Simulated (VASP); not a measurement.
# WSe2 in VASP: further runs

WSe2 is run at these levels: PBE+D3(BJ); tasks: single point.

All numbers are computed with VASP 6.6.1; they aren't measurements. Logs are shortened: lines on timing, memory, paths and dates and some standing lists are left out, and cuts for length are marked.

### 1 The cell of the first run

The cell holds a slab with vacuum, 3 atoms: a = 3.318 Å, b = 3.318 Å, c = 16.658 Å, α = 90.00°, β = 90.00°, γ = 120.00°.

### 2 Single point, PBE+D3(BJ)

INCAR reads:

```
ALGO = Normal
EDIFF = 1E-6
ENCUT = 520
GGA = PE
ISIF = 2
ISMEAR = 0
IVDW = 12
LASPH = True
LCHARG = False
LREAL = False
LWAVE = False
NBANDS = 20
NELM = 60
PREC = Accurate
SIGMA = 0.05
```

KPOINTS reads:

```
k-points
0
Gamma
  9 9 2
```

POSCAR reads:

```
WSe2
1.0
    3.3179375931      0.0000000000      0.0000000000
   -1.6589687966      2.8734182438      0.0000000000
    0.0000000000      0.0000000000     16.6581424200
W Se
1 2
Direct
    0.0000000000      0.0000000000      0.0000000000
    0.3333333333      0.6666666667      0.0997865200
    0.3333333333      0.6666666667      0.9002134800
```

Potentials or basis: VASP PAW PBE potentials, release 64 (W_sv, Se).

The run is started by

```
$ cat potpaw_PBE.64/W_sv/POTCAR potpaw_PBE.64/Se/POTCAR > POTCAR
$ mpirun -np 1 vasp_std > vasp.out
```

OUTCAR:

```text
EDIFF = 1E-6
   ENCUT = 520
   GGA = PE
   ISIF = 2
   ISMEAR = 0
   IVDW = 12
   LASPH = True
   LREAL = False
   NELM = 60
   PREC = Accurate
 IVDW          = 12

 ion  position               nearest neighbor table
   1  0.000  0.000  0.000-   2 2.54   3 2.54   2 2.54   3 2.54   2 2.54   3 2.54
   2  0.333  0.667  0.100-   1 2.54   1 2.54   1 2.54
   3  0.333  0.667  0.900-   1 2.54   1 2.54   1 2.54

  LATTYP: Found a hexagonal cell.
 ALAT       =     3.3179375931
 C/A-ratio  =     5.0206316281

  Lattice vectors:

 A1 = (   3.3179375931,   0.0000000000,   0.0000000000)
 A2 = (  -1.6589687966,   2.8734182438,   0.0000000000)
 A3 = (   0.0000000000,   0.0000000000,  16.6581424200)

Analysis of symmetry for initial positions (statically):
=====================================================================
 Subroutine PRICEL returns:
 Original cell was already a primitive cell.

 Routine SETGRP: Setting up the symmetry group for a
 hexagonal supercell.

 Subroutine GETGRP returns: Found 12 space group operations
 (whereof 12 operations were pure point group operations)
 out of a pool of 24 trial point group operations.

The static configuration has the point symmetry D_3h.

Analysis of symmetry for dynamics (positions and initial velocities):
=====================================================================
 Subroutine PRICEL returns:
 Original cell was already a primitive cell.

 Routine SETGRP: Setting up the symmetry group for a
 hexagonal supercell.

 Subroutine GETGRP returns: Found 12 space group operations
 (whereof 12 operations were pure point group operations)
 out of a pool of 24 trial point group operations.

The dynamic configuration has the point symmetry D_3h.

 Subroutine INISYM returns: Found 12 space group operations
 (whereof 12 operations are pure point group operations),
 and found     1 'primitive' translations

----------------------------------------------------------------------------------------

                                     Primitive cell

  volume of cell :     158.8158

  direct lattice vectors                    reciprocal lattice vectors
     3.317937593  0.000000000  0.000000000     0.301392046  0.174008779  0.000000000
    -1.658968797  2.873418244  0.000000000     0.000000000  0.348017558  0.000000000
     0.000000000  0.000000000 16.658142420     0.000000000  0.000000000  0.060030703

  length of vectors
     3.317937593  3.317937593 16.658142420     0.348017558  0.348017558  0.060030703

  position of ions in fractional coordinates (direct lattice)
     0.000000000  0.000000000  0.000000000
     0.333333333  0.666666667  0.099786520
     0.333333333  0.666666667  0.900213480

  ion indices of the primitive-cell ions
   primitive index   ion index
                 1           1
                 2           2
                 3           3

----------------------------------------------------------------------------------------

 KPOINTS: k-points

Automatic generation of k-mesh.
 Grid dimensions read from file:
 generate k-points for:    9    9    2

 Generating k-lattice:

  Cartesian coordinates                     Fractional coordinates (reciprocal lattice)
     0.033488005  0.019334309  0.000000000     0.111111111  0.000000000  0.000000000
     0.000000000  0.038668618  0.000000000     0.000000000  0.111111111  0.000000000
     0.000000000  0.000000000  0.030015351     0.000000000  0.000000000  0.500000000

  Length of vectors
     0.038668618  0.038668618  0.030015351

  Shift w.r.t. Gamma in fractional coordinates (k-lattice)
     0.000000000  0.000000000  0.000000000

 Subroutine IBZKPT returns following result:
 ===========================================

 Found     24 irreducible k-points:

 Following reciprocal coordinates:
            Coordinates               Weight
  0.000000  0.000000  0.000000      1.000000
  0.111111 -0.000000  0.000000      6.000000
  0.222222  0.000000  0.000000      6.000000
  0.333333 -0.000000  0.000000      6.000000
  0.444444  0.000000  0.000000      6.000000
  0.111111  0.111111  0.000000      6.000000
[... 16 lines left out ...]
  0.333333  0.222222  0.500000     12.000000
  0.333333  0.333333  0.500000      2.000000
   k-points           NKPTS =     24   k-points in BZ     NKDIM =     24   number of bands    NBANDS=     20
   number of dos      NEDOS =    301   number of ions     NIONS =      3
   total plane-waves  NPLWV =  98784
   dimension x,y,z NGX =    28 NGY =   28 NGZ =  126
   dimension x,y,z NGXF=    56 NGYF=   56 NGZF=  252
   ions per type =               1   2
   NGX,Y,Z   is equivalent  to a cutoff of  14.03, 14.03, 12.57 a.u.
   NGXF,Y,Z  is equivalent  to a cutoff of  28.06, 28.06, 25.15 a.u.
 SYSTEM =  unknown system
   PREC   = accura    normal or accurate (medium, high low for compatibility)
   ISTART =      0    job   : 0-new  1-cont  2-samecut
   ICHARG =      2    charge: 1-file 2-atom 10-const
   ISPIN  =      1    spin polarized calculation?
   LNONCOLLINEAR =      F non collinear calculations
   LSORBIT =      F    spin-orbit coupling
   LASPH  =      T    aspherical Exc in radial PAW
   ENCUT  =  520.0 eV  38.22 Ry    6.18 a.u.   6.17  6.17 30.97*2*pi/ulx,y,z
   NELM   =     60;   NELMIN=  2; NELMDL= -5     # of ELM steps
   EDIFF  = 0.1E-05   stopping-criterion for ELM
   LREAL  =      F    real-space projection
   EDIFFG = 0.1E-04   stopping-criterion for IOM
   NSW    =      0    number of steps for IOM
   IBRION =     -1    ionic relax: 0-MD 1-quasi-New 2-CG
   NFREE  =      0    steps in history (QN), initial steepest desc. (CG)
   ISIF   =      2    stress and relaxation
   ISYM   =      2    0-nonsym 1-usesym 2-fastsym
   POTIM  = 0.5000    time-step for ionic-motion
   TEBEG  =    0.0;   TEEND  =   0.0 temperature during run
   PSTRESS=    0.0 pullay stress
   NELECT =      26.0000    total number of electrons
   NUPDOWN=      -1.0000    fix difference up-down
   EMIN   =  10.00;   EMAX   =-10.00  energy-range for DOS
   EFERMI =   0.00;   METHOD = LEGACY
   ISMEAR =     0;   SIGMA  =   0.05  broadening in eV -4-tet -1-fermi 0-gaus
   EFERMI_NEDOS =   21; number of points for ismear=-14 and -15
   IALGO  =     38    algorithm
   IMIX   =      4    mixing-type and parameters
     AMIX     =   0.40;   BMIX     =  1.00
     AMIX_MAG =   1.60;   BMIX_MAG =  1.00
  volume/ion in A,a.u.               =      52.94       357.25
  Fermi-wavevector in a.u.,A,eV,Ry     =   0.895574  1.692389 10.912587  0.802053
  Thomas-Fermi vector in A             =   2.017923
   LORBIT       =      0    0 simple, 1 ext, 2 COOP (PROOUT), +10 PAW based schemes
   GGA     = PE    functional components
   LHFCALC =     F    Hartree Fock is set to
   AEXX    =    0.0000 exact exchange contribution
   IVDW    =    12    specifies the selected vdW correction
   LEPSILON=     F    determine dielectric tensor
   LRPA    =     F    only Hartree local field effects (RPA)
 non-spin polarized calculation
 Gauss-broadening in eV      SIGMA  =   0.05
  energy-cutoff  :      520.00
  volume of cell :      158.82
 maximum number of plane-waves:      4298
 NGX is ok and might be reduce to    28
   NGX = 13   NGY = 13   NGZ = 61

 number of electron      25.9999999 magnetization

 Free energy of the ion-electron system (eV)
  ---------------------------------------------------
  ext. energy  EPLUGINS =         0.00000000
  ---------------------------------------------------
  free energy    TOTEN  =       -21.61657879 eV

  energy without entropy =      -21.61657879  energy(sigma->0) =      -21.61657879

 E-fermi :  -0.4751     XC(G=0):  -4.7745

 val. band max:       -0.8813310197   @ k =   0.3333   0.3333   0.0000
 cond. band min:       0.6404916154   @ k =   0.3333   0.3333   0.5000
 fundamental gap:      1.5218226351
 Fermi energy:        -0.4751146837

 k-point     1 :       0.0000    0.0000    0.0000
  band No.  band energies     occupation
      1     -74.9314      2.00000
      2     -39.1581      2.00000
      3     -39.0589      2.00000
      4     -39.0589      2.00000
      5     -15.6223      2.00000
      6     -14.3322      2.00000
[... 12 lines left out ...]
     19       4.0379      0.00000
     20       4.2855      0.00000

 k-point     2 :       0.1111   -0.0000    0.0000
  band No.  band energies     occupation
      1     -74.9303      2.00000
      2     -39.1533      2.00000
      3     -39.0841      2.00000
      4     -39.0648      2.00000
      5     -15.4434      2.00000
      6     -14.2450      2.00000
[... 12 lines left out ...]
     19       4.2801      0.00000
     20       4.8796      0.00000

 k-point     3 :       0.2222    0.0000    0.0000
  band No.  band energies     occupation
      1     -74.9276      2.00000
      2     -39.1473      2.00000
      3     -39.1412      2.00000
      4     -39.0797      2.00000
      5     -14.9512      2.00000
      6     -14.0068      2.00000
[... 12 lines left out ...]
     19       4.9299      0.00000
     20       5.6844      0.00000

 k-point     4 :       0.3333   -0.0000    0.0000
  band No.  band energies     occupation
      1     -74.9246      2.00000
      2     -39.2183      2.00000
      3     -39.1273      2.00000
      4     -39.0966      2.00000
      5     -14.2948      2.00000
      6     -13.6979      2.00000
[... 12 lines left out ...]
     19       5.6097      0.00000
     20       5.7900      0.00000

 k-point     5 :       0.4444    0.0000    0.0000
  band No.  band energies     occupation
      1     -74.9226      2.00000
      2     -39.2641      2.00000
      3     -39.1182      2.00000
      4     -39.1077      2.00000
      5     -13.7761      2.00000
      6     -13.4664      2.00000
[... 12 lines left out ...]
     19       6.0930      0.00000
     20       6.1780      0.00000
[... 353 lines left out ...]
      6     -13.3964      2.00000
[... 12 lines left out ...]
     19       6.7341      0.00000
     20       7.0774      0.00000

 k-point    22 :       0.2222    0.2222    0.5000
  band No.  band energies     occupation
      1     -74.9233      2.00000
      2     -39.2225      2.00000
      3     -39.1314      2.00000
      4     -39.1212      2.00000
      5     -13.9759      2.00000
      6     -13.5406      2.00000
[... 12 lines left out ...]
     19       6.2076      0.00000
     20       6.2712      0.00000

 k-point    23 :       0.3333    0.2222    0.5000
  band No.  band energies     occupation
      1     -74.9217      2.00000
      2     -39.2391      2.00000
      3     -39.1586      2.00000
      4     -39.1143      2.00000
      5     -13.5612      2.00000
      6     -13.3455      2.00000
[... 12 lines left out ...]
     19       6.5261      0.00000
     20       7.2940      0.00000

 k-point    24 :       0.3333    0.3333    0.5000
  band No.  band energies     occupation
      1     -74.9212      2.00000
      2     -39.2180      2.00000
      3     -39.1951      2.00000
      4     -39.1119      2.00000
      5     -13.4150      2.00000
      6     -13.2700      2.00000
[... 12 lines left out ...]
     19       5.5183      0.00000
     20       7.7823      0.00000

------------------------ aborting loop because EDIFF is reached ----------------------------------------

 Edisp (eV)   -0.99979

 E8    (eV) :    -0.4736

  FORCE on cell =-STRESS in cart. coord.  units (eV):
  Direction    XX          YY          ZZ          XY          YZ          ZX
  --------------------------------------------------------------------------------------
  -------------------------------------------------------------------------------------
  Total      -0.51785    -0.51785     0.73592     0.00000     0.00000    -0.00000
  in kB      -5.22424    -5.22424     7.42415     0.00000     0.00000    -0.00000
  external pressure =       -1.01 kB  Pullay stress =        0.00 kB

 VOLUME and BASIS-vectors are now :
 -----------------------------------------------------------------------------
  energy-cutoff  :      520.00
  volume of cell :      158.82
      direct lattice vectors                 reciprocal lattice vectors
     3.317937593  0.000000000  0.000000000     0.301392046  0.174008779  0.000000000
    -1.658968797  2.873418244  0.000000000     0.000000000  0.348017558  0.000000000
     0.000000000  0.000000000 16.658142420     0.000000000  0.000000000  0.060030703

 POSITION                                       TOTAL-FORCE (eV/Angst)
 -----------------------------------------------------------------------------------
      0.00000      0.00000      0.00000        -0.000000     -0.000000      0.000000
     -0.00000      1.91561      1.66226         0.000000      0.000000      0.230089
     -0.00000      1.91561     14.99588        -0.000000      0.000000     -0.230089
 -----------------------------------------------------------------------------------
    total drift:                                0.000000     -0.000000     -0.000000

  FREE ENERGIE OF THE ION-ELECTRON SYSTEM (eV)
  ---------------------------------------------------
  free  energy   TOTEN  =       -22.6163699163 eV

  energy  without entropy=      -22.6163699163  energy(sigma->0) =      -22.61636992
```

It took 2 min on 1 thread of Intel Xeon Platinum 8259CL at 2.50GHz (Skylake/Cascade Lake), shared host; peak memory 0.33 GiB.

What came out:

| Item | Value |
| --- | --- |
| Free energy | -22.6164 eV |
| Largest force | 0.230 eV/Å |
| Band gap on the k mesh | 1.52 eV, direct |
| Dispersion energy per atom | -0.333 eV |

Forces on the atoms (eV/Å):
```
W    0.000  0.000  0.000
Se   0.000  0.000  0.230
Se   0.000  0.000 -0.230
```

Caveat: spin-orbit coupling is left out, which moves the levels of the heavy elements.

### 3 Single point, PBE+D3(BJ)

INCAR reads:

```
PREC = Accurate
ENCUT = 520
EDIFF = 1E-6
ISMEAR = 0
SIGMA = 0.05
LREAL = F
LASPH = T
NELM = 80
ALGO = Normal
ISIF = 2
LWAVE = F
LCHARG = F
GGA = PE
IVDW = 12
NBANDS = 20
```

KPOINTS reads:

```
regular mesh
0
Gamma
  12 12 2
```

POSCAR is that of step 2.

Potentials or basis: VASP PAW PBE potentials, release 64 (W_sv, Se).

The run is started by

```
$ cat potpaw_PBE.64/W_sv/POTCAR potpaw_PBE.64/Se/POTCAR > POTCAR
$ mpirun -np 1 vasp_std > vasp.out
```

OUTCAR:

```text
PREC = Accurate
   ENCUT = 520
   EDIFF = 1E-6
   ISMEAR = 0
   LREAL = F
   LASPH = T
   NELM = 80
   ISIF = 2
   GGA = PE
   IVDW = 12
 IVDW          = 12

 ion  position               nearest neighbor table
   1  0.000  0.000  0.000-   2 2.54   3 2.54   2 2.54   3 2.54   2 2.54   3 2.54
   2  0.333  0.667  0.100-   1 2.54   1 2.54   1 2.54
   3  0.333  0.667  0.900-   1 2.54   1 2.54   1 2.54

  LATTYP: Found a hexagonal cell.
 ALAT       =     3.3179375931
 C/A-ratio  =     5.0206316281

[... 745 lines left out ...]

 Edisp (eV)   -0.99979

 E8    (eV) :    -0.4736

  FORCE on cell =-STRESS in cart. coord.  units (eV):
  Direction    XX          YY          ZZ          XY          YZ          ZX
  --------------------------------------------------------------------------------------
  -------------------------------------------------------------------------------------
  Total      -0.51769    -0.51769     0.73431     0.00000    -0.00000    -0.00000
  in kB      -5.22262    -5.22262     7.40792     0.00000    -0.00000    -0.00000
  external pressure =       -1.01 kB  Pullay stress =        0.00 kB

 VOLUME and BASIS-vectors are now :
 -----------------------------------------------------------------------------
  energy-cutoff  :      520.00
  volume of cell :      158.82
      direct lattice vectors                 reciprocal lattice vectors
     3.317937593  0.000000000  0.000000000     0.301392046  0.174008779  0.000000000
    -1.658968797  2.873418244  0.000000000     0.000000000  0.348017558  0.000000000
     0.000000000  0.000000000 16.658142420     0.000000000  0.000000000  0.060030703

 POSITION                                       TOTAL-FORCE (eV/Angst)
 -----------------------------------------------------------------------------------
      0.00000      0.00000      0.00000        -0.000000     -0.000000      0.000000
     -0.00000      1.91561      1.66226         0.000000      0.000000      0.229648
     -0.00000      1.91561     14.99588        -0.000000     -0.000000     -0.229648
 -----------------------------------------------------------------------------------
    total drift:                                0.000000     -0.000000     -0.000000

  FREE ENERGIE OF THE ION-ELECTRON SYSTEM (eV)
  ---------------------------------------------------
  free  energy   TOTEN  =       -22.6165228930 eV

  energy  without entropy=      -22.6165228930  energy(sigma->0) =      -22.61652289
```

OSZICAR:

```text
N       E                     dE             d eps       ncg     rms          rms(c)
DAV:   1     0.165975471006E+03    0.16598E+03   -0.11977E+04  1816   0.110E+03
DAV:   2    -0.964206671672E+01   -0.17562E+03   -0.16991E+03  2004   0.254E+02
DAV:   3    -0.223775617529E+02   -0.12735E+02   -0.12638E+02  2028   0.633E+01
[... 12 lines left out ...]
DAV:  16    -0.216166655000E+02   -0.72100E-04   -0.68849E-06  1820   0.839E-03    0.697E-03
DAV:  17    -0.216167181301E+02   -0.52630E-04   -0.30314E-06  1512   0.473E-03    0.213E-03
DAV:  18    -0.216167272320E+02   -0.91019E-05   -0.28411E-07  1572   0.191E-03    0.107E-03
DAV:  19    -0.216167308082E+02   -0.35762E-05   -0.13724E-07  1252   0.116E-03    0.226E-04
DAV:  20    -0.216167317654E+02   -0.95717E-06   -0.26391E-08  1256   0.503E-04
   1 F= -.22616523E+02 E0= -.22616523E+02  d E =-.823438E-32
```

stdout:

```text
POSCAR found type information on POSCAR W Se
 POSCAR found :  2 types and       3 ions
 scaLAPACK will be used
 LDA part: xc-table for (Slater+PW92), standard interpolation
 POSCAR, INCAR and KPOINTS ok, starting setup
 FFT: planning ... GRIDC
 FFT: planning ... GRID_SOFT
 FFT: planning ... GRID
 WAVECAR not read
 entering main loop
```

It took 3 min on 1 thread of Intel Xeon Platinum 8259CL at 2.50GHz (Skylake/Cascade Lake), shared host; peak memory 0.36 GiB.

What came out:

| Item | Value |
| --- | --- |
| Free energy | -22.6165 eV |
| Largest force | 0.230 eV/Å |
| Band gap on the k mesh | 1.52 eV, direct |
| Dispersion energy per atom | -0.333 eV |

Forces on the atoms (eV/Å):
```
W    0.000  0.000  0.000
Se   0.000  0.000  0.230
Se   0.000  0.000 -0.230
```

Caveat: spin-orbit coupling is left out, which moves the levels of the heavy elements.
